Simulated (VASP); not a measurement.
Set up this calculation in VASP 6.6.1, as the native input.

| Quantity | Value |
| --- | --- |
| Task | single point |
| Functional | PBE |
| Dispersion | D3(BJ) |
| Potentials or basis | VASP PAW PBE potentials, release 64 (P, C, S) |
| Cutoff | 520 eV |
| k mesh | 10 × 10 × 10 |
| Occupations | gaussian, width 0.1 eV |
| Spin | no spin polarisation |
| Dipole correction | no |
| Further INCAR settings | ALGO = Normal; EDIFF = 1e-06; NBANDS = 26 |

The structure of PCS4 lies in POSCAR:

```
PCS4
1.0
   -2.6738579011      2.6738579011      3.2247270263
    2.6738579011     -2.6738579011      3.2247270263
    2.6738579011      2.6738579011     -3.2247270263
P C S
1 1 4
Direct
    0.0000000000      0.0000000000      0.0000000000
    0.5000000000      0.5000000000      0.0000000000
    0.5000000000      0.5000000000      0.5000000000
    0.0000000000      0.0000000000      0.5000000000
    0.5000000000      0.0000000000      0.0000000000
    0.0000000000      0.5000000000      0.0000000000
```

The cell was generated, and may not be a known phase.

The input as run:

INCAR

```
ALGO = Normal
EDIFF = 1E-6
ENCUT = 520
GGA = PE
ISIF = 2
ISMEAR = 0
IVDW = 12
LASPH = T
LCHARG = T
LELF = T
LREAL = F
LVHAR = T
LWAVE = F
NBANDS = 26
NELM = 80
PREC = Accurate
SIGMA = 0.1
```

KPOINTS

```
k-points
0
Gamma
  10 10 10
```

Potentials or basis: VASP PAW PBE potentials, release 64 (P, C, S).

Command:

```sh
$ cat potpaw_PBE.64/P/POTCAR potpaw_PBE.64/C/POTCAR potpaw_PBE.64/S/POTCAR > POTCAR
$ mpirun -np 1 vasp_std > vasp.out
```

Results of the run:

```json
{"Pressure": "-0.2 GPa", "Band gap on the k mesh": "zero (an odd number of electrons rules out a gap without spin polarisation)", "Dispersion energy per atom": "-0.339 eV"}
```

Caveat: an odd number of electrons without spin polarisation forces a metal; a magnetic or distorted state may lie lower.

Run time: 110 s on 1 thread of Intel(R) Xeon(R) 6975P-C (Granite Rapids) (shared host), peak memory 0.36 GiB.
